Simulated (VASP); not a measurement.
# KF in VASP: settings compared, part 2 of 2

VASP 6.6.1. The steps go on from the part before.

## Step 5: Single point, LDA

This run uses another cell than the first one, of 17.31 Å³/atom, 0.962 times its volume.

Contents of INCAR:

```
PREC = Accurate ; ENCUT = 520
EDIFF = 1E-7 ; ISMEAR = -1
SIGMA = 0.02 ; LREAL = F
LASPH = T ; NELM = 60
ALGO = Normal ; ISIF = 2
LWAVE = F ; LCHARG = F
NBANDS = 15
```

Contents of KPOINTS:

```
Automatic mesh
0
Gamma
  9 9 9
```

Contents of POSCAR:

```
KF
1.0
    3.2589550000      0.0000000000      0.0000000000
    0.0000000000      3.2589550000      0.0000000000
    0.0000000000      0.0000000000      3.2589550000
K F
1 1
Direct
    0.0000000000      0.0000000000      0.0000000000
    0.5000000000      0.5000000000      0.5000000000
```

Potentials or basis: VASP PAW LDA potentials, release 64 (K_sv, F).

On the command line:

```sh
> cat potpaw_LDA.64/K_sv/POTCAR potpaw_LDA.64/F/POTCAR > POTCAR
> mpirun -np 1 vasp_std > vasp.out
```

OUTCAR:

```text
PREC = Accurate
   ENCUT = 520
   EDIFF = 1E-7
   ISMEAR = -1
   LREAL = F
   LASPH = T
   NELM = 60
   ISIF = 2

 ion  position               nearest neighbor table
   1  0.000  0.000  0.000-   2 2.82   2 2.82   2 2.82   2 2.82   2 2.82   2 2.82   2 2.82   2 2.82

   2  0.500  0.500  0.500-   1 2.82   1 2.82   1 2.82   1 2.82   1 2.82   1 2.82   1 2.82   1 2.82

  LATTYP: Found a simple cubic cell.
 ALAT       =     3.2589550000

  Lattice vectors:

 A1 = (   3.2589550000,   0.0000000000,   0.0000000000)
 A2 = (   0.0000000000,   3.2589550000,   0.0000000000)
 A3 = (   0.0000000000,   0.0000000000,   3.2589550000)

Analysis of symmetry for initial positions (statically):
=====================================================================
 Subroutine PRICEL returns:
 Original cell was already a primitive cell.

 Routine SETGRP: Setting up the symmetry group for a
 simple cubic supercell.

 Subroutine GETGRP returns: Found 48 space group operations
 (whereof 48 operations were pure point group operations)
 out of a pool of 48 trial point group operations.

[... 173 lines left out ...]
      4     -12.2175      2.00000
      5     -12.2175      2.00000
      6      -2.5123      2.00000
      7      -2.5123      2.00000
      8      -2.5123      2.00000
      9       3.4496      0.00000
     10       5.6143      0.00000
     11       5.6143      0.00000
     12      11.3847      0.00000
     13      11.3847      0.00000
     14      11.3847      0.00000
[... 401 lines left out ...]
      2     -20.8583      2.00000
      3     -12.9714      2.00000
      4     -12.7974      2.00000
      5     -12.1428      2.00000
      6      -3.2469      2.00000
      7      -3.0367      2.00000
      8      -2.6135      2.00000
      9       6.4305      0.00000
     10       6.7920      0.00000
     11       9.0919      0.00000
     12       9.3320      0.00000
     13       9.6951      0.00000
     14      11.0147      0.00000
     15      14.1129      0.00000

 [... further k-points ...]

------------------------ aborting loop because EDIFF is reached ----------------------------------------

  FORCE on cell =-STRESS in cart. coord.  units (eV):
  Direction    XX          YY          ZZ          XY          YZ          ZX
  --------------------------------------------------------------------------------------
  -------------------------------------------------------------------------------------
  Total       -1.2262437     -1.2262437     -1.2262437     -0.0000000      0.0000000      0.0000000
  in kB      -56.7612925    -56.7612925    -56.7612925     -0.0000000      0.0000000      0.0000000
  external PRESSURE =     -56.7612925 kB  Pullay stress =       0.0000000 kB

 VOLUME and BASIS-vectors are now :
 -----------------------------------------------------------------------------
  energy-cutoff  :      520.00
  volume of cell :       34.61
      direct lattice vectors                 reciprocal lattice vectors
     3.258955000  0.000000000  0.000000000     0.306846827  0.000000000  0.000000000
     0.000000000  3.258955000  0.000000000     0.000000000  0.306846827  0.000000000
     0.000000000  0.000000000  3.258955000     0.000000000  0.000000000  0.306846827

 POSITION                                       TOTAL-FORCE (eV/Angst)
 -----------------------------------------------------------------------------------
      0.00000      0.00000      0.00000         0.000000      0.000000      0.000000
      1.62948      1.62948      1.62948         0.000000      0.000000      0.000000
 -----------------------------------------------------------------------------------
    total drift:                                0.000000      0.000000     -0.000000

  FREE ENERGIE OF THE ION-ELECTRON SYSTEM (eV)
  ---------------------------------------------------
  free  energy   TOTEN  =        -8.8687398136 eV

  energy  without entropy=       -8.8687398136  energy(sigma->0) =       -8.86873981
```

OSZICAR:

```text
N       E                     dE             d eps       ncg     rms          rms(c)
DAV:   1     0.115024544553E+03    0.11502E+03   -0.81171E+03  1050   0.104E+03
DAV:   2    -0.532777828356E+01   -0.12035E+03   -0.10920E+03  1347   0.298E+02
DAV:   3    -0.990441840517E+01   -0.45766E+01   -0.45554E+01  1302   0.521E+01
DAV:   4    -0.100217029701E+02   -0.11728E+00   -0.11725E+00  1495   0.780E+00
DAV:   5    -0.100229085997E+02   -0.12056E-02   -0.12056E-02  1404   0.726E-01    0.569E+00
DAV:   6    -0.897229921211E+01    0.10506E+01   -0.25448E+00  1141   0.132E+01    0.384E+00
DAV:   7    -0.890774723705E+01    0.64552E-01   -0.78893E-02  1365   0.230E+00    0.215E+00
DAV:   8    -0.886857553018E+01    0.39172E-01   -0.47265E-02  1232   0.212E+00    0.250E-01
DAV:   9    -0.886871340561E+01   -0.13788E-03   -0.25336E-03  1289   0.497E-01    0.889E-02
DAV:  10    -0.886873327698E+01   -0.19871E-04   -0.17145E-04  1453   0.134E-01    0.604E-02
DAV:  11    -0.886874333814E+01   -0.10061E-04   -0.25634E-05  1267   0.598E-02    0.171E-02
DAV:  12    -0.886873976393E+01    0.35742E-05   -0.71405E-06  1229   0.337E-02    0.216E-03
DAV:  13    -0.886873981356E+01   -0.49635E-07   -0.50320E-07  1282   0.637E-03
   1 F= -.88687398E+01 E0= -.88687398E+01  d E =-.239251E-11
```

stdout:

```text
POSCAR found type information on POSCAR K F
 POSCAR found :  2 types and       2 ions
 scaLAPACK will be used
 LDA part: xc-table for (Slater(with rela. corr.)+CA(PZ))
 , standard interpolation
 POSCAR, INCAR and KPOINTS ok, starting setup
 FFT: planning ... GRIDC
 FFT: planning ... GRID_SOFT
 FFT: planning ... GRID
 WAVECAR not read
 entering main loop
```

Run time: 6.9 s. Hardware: 1 thread of AMD EPYC 9R45 (Zen 5), shared host; peak memory 0.11 GiB.

Results:

```yaml
Free_energy: -8.8687 eV
Pressure: -5.7 GPa
Band_gap_on_the_k_mesh: 5.92 eV, indirect (least direct gap 5.96 eV)
```

## Step 6: Single point, LDA (z stretched by -1 % at fixed volume)

Contents of INCAR:

```
SYSTEM = KF
PREC = Accurate
ENCUT = 520
EDIFF = 1E-6
ISMEAR = -1
SIGMA = 0.02
LREAL = .False.
LASPH = .True.
NELM = 60
ALGO = Normal
ISIF = 2
LWAVE = .False.
LCHARG = .False.
NBANDS = 15
```

Contents of KPOINTS:

```
Automatic mesh
0
Gamma
  9 9 9
  0 0 0
```

Contents of POSCAR:

```
KF
1.0
    3.2753730134      0.0000000000      0.0000000000
    0.0000000000      3.2753730134      0.0000000000
    0.0000000000      0.0000000000      3.2263654500
K F
1 1
Direct
    0.0000000000      0.0000000000      0.0000000000
    0.5000000000      0.5000000000      0.5000000000
```

Potentials or basis: VASP PAW LDA potentials, release 64 (K_sv, F).

On the command line:

```sh
> cat potpaw_LDA.64/K_sv/POTCAR potpaw_LDA.64/F/POTCAR > POTCAR
> mpirun -np 1 vasp_std > vasp.out
```

Run time: 21 s. Hardware: 1 thread of AMD EPYC 7R43 (Zen 3), shared host; peak memory 0.12 GiB.

It converged, with:

- Free energy: -8.8674 eV
- Pressure: -5.7 GPa
- Band gap on the k mesh: 5.89 eV, indirect (least direct gap 5.92 eV)

Stress tensor (GPa, compression positive):
```
-6.09  0.00  0.00
 0.00 -6.09  0.00
 0.00  0.00 -4.85
```

Levels at points of the mesh, in eV from the valence-band top:
```tsv
k point	band 5	band 6	band 7	band 8	band 9	band 10	band 11	band 12
(0.00, 0.00, 0.00)	-9.76	-0.09	-0.09	-0.04	5.89	8.03	8.07	13.75
```

Caveat: the cell differs from its parent crystal (z stretched by -1 % at fixed volume). A k mesh can miss the band edges.

## Step 7: The runs side by side

| level | potentials or basis | cell | gap on the mesh (eV) | pressure (GPa) |
| --- | --- | --- | --- | --- |
| LDA | VASP PAW LDA potentials, release 64 (K_sv, F) | a = 3.302 Å, 2 atoms | 5.66 | -6.4 |
| PBEsol | VASP PAW PBE potentials, release 64 (K_sv, F) | a = 3.259 Å, 2 atoms | 6.11 | -2.5 |
| PBE | VASP PAW PBE potentials, release 64 (K_sv, F) | a = 3.259 Å, 2 atoms | 6.27 | 0.0 |
| LDA | VASP PAW LDA potentials, release 64 (K_sv, F) | a = 3.259 Å, 2 atoms | 5.92 | -5.7 |
| LDA | VASP PAW LDA potentials, release 64 (K_sv, F) | a = 3.275, b = 3.275, c = 3.226 Å, 2 atoms | 5.89 | -5.7 |

Alike in all rows: task single point; no spin polarisation; k mesh 9 × 9 × 9; cutoff (eV) 520; smearing fermi-dirac 0.02 eV.

Caveats: the PAW data sets were made with another functional, which shifts forces and pressure a little (some runs).

Total energies depend on the potentials used, so only differences within one code and one set of settings carry meaning.
